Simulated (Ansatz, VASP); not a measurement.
**RbBr in VASP and in Ansatz**

```xyz
2
Lattice="3.2925 0.0000 0.0000 0.0000 3.2925 0.0000 0.0000 0.0000 3.2925" Properties=species:S:1:pos:R:3 pbc="T T T"
Rb    0.0000    0.0000    0.0000
Br    1.6463    1.6463    1.6463
```

Alike in both runs: task single point; functional PBE; k mesh 8 × 8 × 8; occupations gaussian, width 0.02 eV; no spin polarisation.

|  | VASP | Ansatz |
| --- | --- | --- |
| version | VASP 6.6.1 | Ansatz 0.2.0 |
| potentials or method | VASP PAW PBE potentials, release 64 (Rb_sv, Br), cutoff 520 eV | scalar-relativistic, plane waves, PAW |
| valence electrons in the cell | 16 | 16 |

VASP gave:

* gap on the k mesh at the Fermi level (eV): 3.19
* least direct gap on the mesh (eV): 3.19

Question: Estimate Ansatz's values.

Answer: gap on the k mesh at the Fermi level (eV): 3.21; least direct gap on the mesh (eV): 3.21.

The functional is the same, so the differences come from potentials, cutoffs and numerics.
